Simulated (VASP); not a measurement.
# Mg7MnO8 in VASP: single point with PBEsol+U

Aim: the single point of Mg7MnO8 with PBEsol+U.

All numbers are computed with VASP 6.6.1; they aren't measurements. Logs are shortened: lines on timing, memory, paths and dates and some standing lists are left out, and cuts for length are marked.

## (1) The cell of the first run

The typed cell holds 16 atoms: a = 5.959 Å, b = 5.959 Å, c = 5.959 Å, α = 60.00°, β = 60.00°, γ = 60.00°.

## (2) Single point, PBEsol+U

File INCAR:

```
ALGO = Normal
EDIFF = 1E-6
ENCUT = 600
GGA = PS
GGA_COMPAT = False
ISIF = 2
ISMEAR = 0
LASPH = True
LCHARG = False
LDAU = True
LDAUJ = 0 0 0
LDAUL = 2 -1 -1
LDAUPRINT = 1
LDAUTYPE = 2
LDAUU = 3.5 0 0
LMAXMIX = 4
LREAL = False
LWAVE = False
NBANDS = 52
NELM = 200
PREC = Accurate
SIGMA = 0.05
```

File KPOINTS:

```
k-points
0
Gamma
  4 4 4
```

File POSCAR:

```
Mg7MnO8
1.0
    0.0000000000      4.2136000000      4.2136000000
    4.2136000000      0.0000000000      4.2136000000
    4.2136000000      4.2136000000      0.0000000000
Mn Mg O
1 7 8
Direct
    0.9994375189      0.0000793756      0.9997353717
    0.9995924742      0.9999178062      0.4997091621
    0.9994787365      0.5001081111      0.9997227622
    0.9995185045      0.5000247038      0.4996175138
    0.4996163378      0.9999884542      0.9996875225
    0.4995184139      0.9999864869      0.4997178456
    0.4995108924      0.5000872340      0.9995380577
    0.4995098776      0.4999239590      0.4996392746
    0.2496160719      0.2498538451      0.2495131605
    0.2547887602      0.2551890470      0.7443658653
    0.2547675979      0.7446503611      0.2548135295
    0.2547091246      0.7447083828      0.7444597565
    0.7442599124      0.2550618691      0.2548583462
    0.7443752899      0.2551165786      0.7442849112
    0.7443363235      0.7445539182      0.2548965965
    0.7495767050      0.7498877220      0.7496300797
```

Potentials or basis: VASP PAW PBE potentials, release 64 (Mn_pv, Mg, O).

Command:

```
> cat potpaw_PBE.64/Mn_pv/POTCAR potpaw_PBE.64/Mg/POTCAR potpaw_PBE.64/O/POTCAR > POTCAR
> mpirun -np 1 vasp_std > vasp.out
```

OUTCAR:

```text
EDIFF = 1E-6
   ENCUT = 600
   GGA = PS
   ISIF = 2
   ISMEAR = 0
   LASPH = True
   LREAL = False
   NELM = 200
   PREC = Accurate

 ion  position               nearest neighbor table
   1  0.999  0.000  1.000-  13 2.15  11 2.15  10 2.15  14 2.15  15 2.15  12 2.15   5 2.98   6 2.98
                             3 2.98   7 2.98   4 2.98   2 2.98   2 2.98   4 2.98   7 2.98   3 2.98
   2  1.000  1.000  0.500-  14 2.11   9 2.11  12 2.11  16 2.11  11 2.11  13 2.11   3 2.98   8 2.98
                             6 2.98   1 2.98   4 2.98   5 2.98   5 2.98   4 2.98   1 2.98   6 2.98
   3  0.999  0.500  1.000-  15 2.11   9 2.11  12 2.11  16 2.11  13 2.11  10 2.11   5 2.98   4 2.98
                             2 2.98   7 2.98   8 2.98   1 2.98   1 2.98   8 2.98   7 2.98   2 2.98
   4  1.000  0.500  0.500-  16 2.11  11 2.11  15 2.11  10 2.11  14 2.11   9 2.11   3 2.98   8 2.98
                             7 2.98   1 2.98   2 2.98   6 2.98   6 2.98   2 2.98   1 2.98   7 2.98
   5  0.500  1.000  1.000-   9 2.11  14 2.11  15 2.11  16 2.11  10 2.11  11 2.11   3 2.98   1 2.98
                             7 2.98   2 2.98   6 2.98   8 2.98   8 2.98   6 2.98   2 2.98   7 2.98
   6  0.500  1.000  0.500-  13 2.11  10 2.11  16 2.11   9 2.11  12 2.11  15 2.11   7 2.98   8 2.98
                             1 2.98   2 2.98   5 2.98   4 2.98   4 2.98   5 2.98   2 2.98   1 2.98
   7  0.500  0.500  1.000-  16 2.11  11 2.11  12 2.11   9 2.11  13 2.11  14 2.11   6 2.98   3 2.98
                             4 2.98   1 2.98   5 2.98   8 2.98   8 2.98   5 2.98   1 2.98   4 2.98
   8  0.500  0.500  0.500-  10 2.06  15 2.06  14 2.06  11 2.06  12 2.06  13 2.06   6 2.98   3 2.98
                             4 2.98   2 2.98   7 2.98   5 2.98   5 2.98   7 2.98   2 2.98   4 2.98
   9  0.250  0.250  0.250-   5 2.11   3 2.11   2 2.11   6 2.11   7 2.11   4 2.11
  10  0.255  0.255  0.744-   8 2.06   6 2.11   4 2.11   5 2.11   3 2.11   1 2.15
  11  0.255  0.745  0.255-   8 2.06   7 2.11   4 2.11   2 2.11   5 2.11   1 2.15
  12  0.255  0.745  0.744-   8 2.06   3 2.11   2 2.11   7 2.11   6 2.11   1 2.15
  13  0.744  0.255  0.255-   8 2.06   6 2.11   7 2.11   2 2.11   3 2.11   1 2.15
  14  0.744  0.255  0.744-   8 2.06   2 2.11   5 2.11   4 2.11   7 2.11   1 2.15
  15  0.744  0.745  0.255-   8 2.06   3 2.11   4 2.11   5 2.11   6 2.11   1 2.15
  16  0.750  0.750  0.750-   7 2.11   4 2.11   6 2.11   3 2.11   2 2.11   5 2.11

  LATTYP: Found a face centered cubic cell.
 ALAT       =     8.4272000000

  Lattice vectors:

 A1 = (   0.0000000000,   4.2136000000,   4.2136000000)
 A2 = (   4.2136000000,   0.0000000000,   4.2136000000)
 A3 = (   4.2136000000,   4.2136000000,   0.0000000000)

Analysis of symmetry for initial positions (statically):
=====================================================================
 Subroutine PRICEL returns:
 Original cell was already a primitive cell.

 Routine SETGRP: Setting up the symmetry group for a
 face centered cubic supercell.

 Subroutine GETGRP returns: Found  1 space group operations
 (whereof  1 operations were pure point group operations)
 out of a pool of 48 trial point group operations.

The static configuration has the point symmetry C_1 .

Analysis of symmetry for dynamics (positions and initial velocities):
=====================================================================
 Subroutine PRICEL returns:
 Original cell was already a primitive cell.

 Routine SETGRP: Setting up the symmetry group for a
 face centered cubic supercell.

 Subroutine GETGRP returns: Found  1 space group operations
 (whereof  1 operations were pure point group operations)
 out of a pool of 48 trial point group operations.

The dynamic configuration has the point symmetry C_1 .

 Subroutine INISYM returns: Found  1 space group operations
 (whereof  1 operations are pure point group operations),
 and found     1 'primitive' translations

----------------------------------------------------------------------------------------

                                     Primitive cell

  volume of cell :     149.6201

[... 120 lines left out ...]
   IBRION =     -1    ionic relax: 0-MD 1-quasi-New 2-CG
   NFREE  =      0    steps in history (QN), initial steepest desc. (CG)
   ISIF   =      2    stress and relaxation
   ISYM   =      2    0-nonsym 1-usesym 2-fastsym
   POTIM  = 0.5000    time-step for ionic-motion
   TEBEG  =    0.0;   TEEND  =   0.0 temperature during run
   PSTRESS=    0.0 pullay stress
   NELECT =      75.0000    total number of electrons
   NUPDOWN=      -1.0000    fix difference up-down
   EMIN   =  10.00;   EMAX   =-10.00  energy-range for DOS
   EFERMI =   0.00;   METHOD = LEGACY
   ISMEAR =     0;   SIGMA  =   0.05  broadening in eV -4-tet -1-fermi 0-gaus
   EFERMI_NEDOS =   21; number of points for ismear=-14 and -15
   IALGO  =     38    algorithm
   IMIX   =      4    mixing-type and parameters
     AMIX     =   0.40;   BMIX     =  1.00
     AMIX_MAG =   1.60;   BMIX_MAG =  1.00
  volume/ion in A,a.u.               =       9.35        63.11
  Fermi-wavevector in a.u.,A,eV,Ry     =   1.300465  2.457522 23.010293  1.691209
  Thomas-Fermi vector in A             =   2.431662
   LORBIT       =      0    0 simple, 1 ext, 2 COOP (PROOUT), +10 PAW based schemes
 LDA+U is selected, type is set to LDAUTYPE =  2
   angular momentum for each species LDAUL =     2   -1   -1
   U (eV)           for each species LDAUU =   3.5  0.0  0.0
   J (eV)           for each species LDAUJ =   0.0  0.0  0.0
   GGA     = PS    functional components
   LHFCALC =     F    Hartree Fock is set to
   AEXX    =    0.0000 exact exchange contribution
   IVDW    =     0    specifies the selected vdW correction
   LEPSILON=     F    determine dielectric tensor
   LRPA    =     F    only Hartree local field effects (RPA)
 non-spin polarized calculation
 Gauss-broadening in eV      SIGMA  =   0.05
  energy-cutoff  :      600.00
  volume of cell :      149.62
 maximum number of plane-waves:      5044
   NGX = 23   NGY = 23   NGZ = 23

atom =   1  type =  1  l = 2

 onsite density matrix

spin component  1

  0.7698 -0.0001  0.0001 -0.0000  0.0001
 -0.0001  0.7682  0.0000  0.0003 -0.0000
  0.0001  0.0000  0.1381 -0.0001 -0.0000
 -0.0000  0.0003 -0.0001  0.7690  0.0000
  0.0001 -0.0000 -0.0000  0.0000  0.1382

spin component  2

  0.7698 -0.0001  0.0001 -0.0000  0.0001
 -0.0001  0.7682  0.0000  0.0003 -0.0000
  0.0001  0.0000  0.1381 -0.0001 -0.0000
 -0.0000  0.0003 -0.0001  0.7690  0.0000
  0.0001 -0.0000 -0.0000  0.0000  0.1382

 occupancies and eigenvectors

  o =  0.1381  v = -0.0001 -0.0001  0.9690  0.0001  0.2471  0.0000  0.0000  0.0000  0.0000  0.0000      0.0000  0.0000  0.0000  0.0000  0.0000  0.0000  0.0000  0.0000  0.0000  0.0000
  o =  0.1381  v =  0.0000  0.0000  0.0000  0.0000  0.0000 -0.0001 -0.0001  0.9690  0.0001  0.2471      0.0000  0.0000  0.0000  0.0000  0.0000  0.0000  0.0000  0.0000  0.0000  0.0000
  o =  0.1382  v = -0.0001  0.0001 -0.2471 -0.0001  0.9690  0.0000  0.0000  0.0000  0.0000  0.0000      0.0000  0.0000  0.0000  0.0000  0.0000  0.0000  0.0000  0.0000  0.0000  0.0000
  o =  0.1382  v =  0.0000  0.0000  0.0000  0.0000  0.0000 -0.0001  0.0001 -0.2471 -0.0001  0.9690      0.0000  0.0000  0.0000  0.0000  0.0000  0.0000  0.0000  0.0000  0.0000  0.0000
  o =  0.7681  v =  0.0240  0.9502  0.0001 -0.3106 -0.0001  0.0000  0.0000  0.0000  0.0000  0.0000      0.0000  0.0000  0.0000  0.0000  0.0000  0.0000  0.0000  0.0000  0.0000  0.0000
  o =  0.7681  v =  0.0000  0.0000  0.0000  0.0000  0.0000  0.0240  0.9502  0.0001 -0.3106 -0.0001      0.0000  0.0000  0.0000  0.0000  0.0000  0.0000  0.0000  0.0000  0.0000  0.0000
  o =  0.7691  v =  0.0000  0.0000  0.0000  0.0000  0.0000  0.0904  0.3074 -0.0001  0.9473  0.0000      0.0000  0.0000  0.0000  0.0000  0.0000  0.0000  0.0000  0.0000  0.0000  0.0000
  o =  0.7691  v =  0.0904  0.3074 -0.0001  0.9473  0.0000  0.0000  0.0000  0.0000  0.0000  0.0000      0.0000  0.0000  0.0000  0.0000  0.0000  0.0000  0.0000  0.0000  0.0000  0.0000
  o =  0.7698  v =  0.0000  0.0000  0.0000  0.0000  0.0000 -0.9956  0.0508 -0.0001  0.0785 -0.0001      0.0000  0.0000  0.0000  0.0000  0.0000  0.0000  0.0000  0.0000  0.0000  0.0000
  o =  0.7698  v = -0.9956  0.0508 -0.0001  0.0785 -0.0001  0.0000  0.0000  0.0000  0.0000  0.0000      0.0000  0.0000  0.0000  0.0000  0.0000  0.0000  0.0000  0.0000  0.0000  0.0000

 number of electron      74.9999983 magnetization

 Free energy of the ion-electron system (eV)
  ---------------------------------------------------
  ext. energy  EPLUGINS =         0.00000000
  ---------------------------------------------------
  free energy    TOTEN  =      -100.19126559 eV

  energy without entropy =     -100.16878077  energy(sigma->0) =     -100.18002318

 E-fermi :   5.5879     XC(G=0): -11.5413

 val. band max:        5.5713377405   @ k =   0.5000   0.2500   0.0000
 cond. band min:       5.5881339747   @ k =   0.2500   0.5000   0.5000
 fundamental gap:      0.0167962342
 Fermi energy:         5.5878562681

 k-point     1 :       0.0000    0.0000    0.0000
  band No.  band energies     occupation
      1     -41.2952      2.00000
      2     -41.2929      2.00000
      3     -41.2901      2.00000
      4     -13.9355      2.00000
      5     -12.6484      2.00000
      6     -12.6470      2.00000
[... 1237 lines left out ...]
     48      14.0766      0.00000
     49      14.3011      0.00000

 [... further k-points ...]

 [bands above 49 left out]

------------------------ aborting loop because EDIFF is reached ----------------------------------------

  FORCE on cell =-STRESS in cart. coord.  units (eV):
  Direction    XX          YY          ZZ          XY          YZ          ZX
  --------------------------------------------------------------------------------------
  -------------------------------------------------------------------------------------
  Total       -2.7823703     -2.7820681     -2.7840808     -0.0110701      0.0006127      0.0024208
  in kB      -29.7944660    -29.7912295    -29.8127818     -0.1185424      0.0065609      0.0259228
  external PRESSURE =     -29.7994924 kB  Pullay stress =       0.0000000 kB

 VOLUME and BASIS-vectors are now :
 -----------------------------------------------------------------------------
  energy-cutoff  :      600.00
  volume of cell :      149.62
      direct lattice vectors                 reciprocal lattice vectors
     0.000000000  4.213600000  4.213600000    -0.118663376  0.118663376  0.118663376
     4.213600000  0.000000000  4.213600000     0.118663376 -0.118663376  0.118663376
     4.213600000  4.213600000  0.000000000     0.118663376  0.118663376 -0.118663376

 POSITION                                       TOTAL-FORCE (eV/Angst)
 -----------------------------------------------------------------------------------
      4.21282      8.42371      4.21156        -0.012426     -0.000974     -0.001137
      6.31883      6.31746      8.42514        -0.003711     -0.005133      0.000286
      6.31969      8.42384      6.31866        -0.011906      0.000335     -0.005716
      4.21209      6.31676      6.31848        -0.004420      0.003093     -0.002626
      8.42583      6.31747      6.31873        -0.002968     -0.005838     -0.004436
      6.31915      4.21038      6.31831        -0.003874     -0.003059     -0.001818
[... 8 lines left out ...]
      4.21128      4.21037      6.27359         0.008314     -0.001693      0.755199
      6.31837      6.31706      6.31814         0.003689     -0.000681      0.001061
 -----------------------------------------------------------------------------------
    total drift:                               -0.000063     -0.000439     -0.000269

  FREE ENERGIE OF THE ION-ELECTRON SYSTEM (eV)
  ---------------------------------------------------
  free  energy   TOTEN  =      -100.1912655927 eV

  energy  without entropy=     -100.1687807651  energy(sigma->0) =     -100.18002318
```

Run time: 23 min. Hardware: 1 thread of Intel Xeon 8259CL, shared host; peak memory 0.5 GiB.

What came out:

- Free energy: -100.1913 eV
- Pressure: -3.0 GPa
- Largest force: 0.755 eV/Å
- Band gap on the k mesh: zero (an odd number of electrons rules out a gap without spin polarisation)

Forces in eV/Å, atoms in the order of the input:
```
Mn  -0.012 -0.001 -0.001
Mg  -0.004 -0.005  0.000
Mg  -0.012  0.000 -0.006
Mg  -0.004  0.003 -0.003
Mg  -0.003 -0.006 -0.004
Mg  -0.004 -0.003 -0.002
Mg  -0.003  0.004 -0.005
Mg  -0.001  0.000 -0.001
O    0.008  0.003  0.001
O    0.004  0.001 -0.753
O    0.006 -0.747  0.004
O    0.747  0.000  0.005
O   -0.742  0.002  0.007
O    0.008  0.752  0.002
O    0.008 -0.002  0.755
O    0.004 -0.001  0.001
```

Levels at points of the mesh, in eV from the Fermi level:
```
           k point  band 35  band 36  band 37  band 38  band 39  band 40
(0.00, 0.00, 0.00)    -2.33    -0.28    -0.28    -0.28     2.38     3.20
(0.50, 0.00, 0.00)    -2.70    -0.15    -0.08    -0.08     3.05     3.05
(0.00, 0.50, 0.00)    -2.70    -0.15    -0.08    -0.08     3.05     3.05
(0.00, 0.00, 0.50)    -2.69    -0.15    -0.08    -0.08     3.05     3.05
(0.50, 0.50, 0.50)    -2.70    -0.15    -0.08    -0.08     3.05     3.05
(0.50, 0.50, 0.00)    -2.92    -0.27     0.07     0.07     2.63     3.21
(0.00, 0.50, 0.50)    -2.92    -0.27     0.07     0.07     2.63     3.21
(0.50, 0.00, 0.50)    -2.92    -0.27     0.07     0.07     2.63     3.21
```

Eigenvalues of the final occupation matrices:
```
    site  spin  trace               eigenvalues
site 1 d     1   2.58  0.14 0.14 0.77 0.77 0.77
site 1 d     2   2.58  0.14 0.14 0.77 0.77 0.77
```

Caveat: the PAW data sets were made with another functional, which shifts forces and pressure a little; an odd number of electrons without spin polarisation forces a metal; a magnetic or distorted state may lie lower; the run has no spin polarisation, though such a crystal can be magnetic; U without spin polarisation on a metal has little footing. Spin polarisation is off, so any magnetic state and its effect on volume and gap are missing.
